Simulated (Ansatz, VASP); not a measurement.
Sr in VASP and in Ansatz

INCAR

```
PREC = Accurate ; ENCUT = 520
EDIFF = 1E-6 ; ISMEAR = -1
SIGMA = 0.05 ; LREAL = False
LASPH = True ; NELM = 60
ALGO = Normal ; ISIF = 2
LWAVE = False ; LCHARG = False
GGA = CA ; NBANDS = 17
```

The input KPOINTS:

```
regular mesh
0
Gamma
  8 8 8
```

POSCAR

```
Sr
1.0
   -3.7063582770      3.7063582770      2.0208764669
    3.7063582770     -3.7063582770      2.0208764669
    3.7063582770      3.7063582770     -2.0208764669
Sr
2
Direct
    0.0000000000      0.0000000000      0.0000000000
    0.7500000000      0.2500000000      0.5000000000
```

File input.yaml:

```yaml
crystal:
  lattice:
    - [-3.706358277, 3.706358277, 2.0208764669]
    - [3.706358277, -3.706358277, 2.0208764669]
    - [3.706358277, 3.706358277, -2.0208764669]
  atoms:
    - { symbol: Sr, position: [0.0, 0.0, 0.0] }
    - { symbol: Sr, position: [0.75, 0.25, 0.5] }
hamiltonian:
  xc: lda
  pseudopotentials: { kind: paw }
kpoints:
  mp_grid: { grid: [8, 8, 8] }
  band_path:
    path:
      - [[0.0, 0.0, 0.0], [0.0, 0.0, 0.5], [-0.5, 0.5, 0.5], [0.0, 0.0, 0.0], [0.3243232591, 0.3243232591, -0.3243232591], [0.25, 0.25, 0.25], [0.0, 0.5, 0.0], [-0.3243232591, 0.6756767409, 0.3243232591], [-0.5, 0.5, 0.5]]
      - [[0.0, 0.0, 0.5], [0.25, 0.25, 0.25]]
    npoints: 14
scf:
  occupations: { method: fermi_dirac, width: 0.05 }
  n_extra_bands: 6
output:
  forces: true
  stress: true
  eigenvalues: true
  fatbands: false
```

Alike in both runs: functional LDA; k mesh 8 × 8 × 8; occupations fermi-dirac, width 0.05 eV; no spin polarisation.

|  | VASP | Ansatz |
| --- | --- | --- |
| version | VASP 6.6.1 | Ansatz 0.2.0 |
| potentials or method | VASP PAW LDA potentials, release 64 (Sr_sv) | Ansatz PAW |
| plane-wave cutoff (eV) | 520 | 420 |
| valence electrons in the cell | 20 | 20 |
| task | single point | band structure |

```csv
,VASP,Ansatz,Ansatz less VASP
gap on the k mesh at the Fermi level (eV),none,none,-
pressure (GPa),-1.2,-1.2,+0.03
"traceless stress, the component that is largest in VASP (GPa)",-0.37,-0.37,+0.003
```

LDA's correlation is that of Perdew and Zunger in VASP and of Perdew and Wang (1992) in Ansatz. A gap of «none» marks a metal or a gap that the smearing closes.
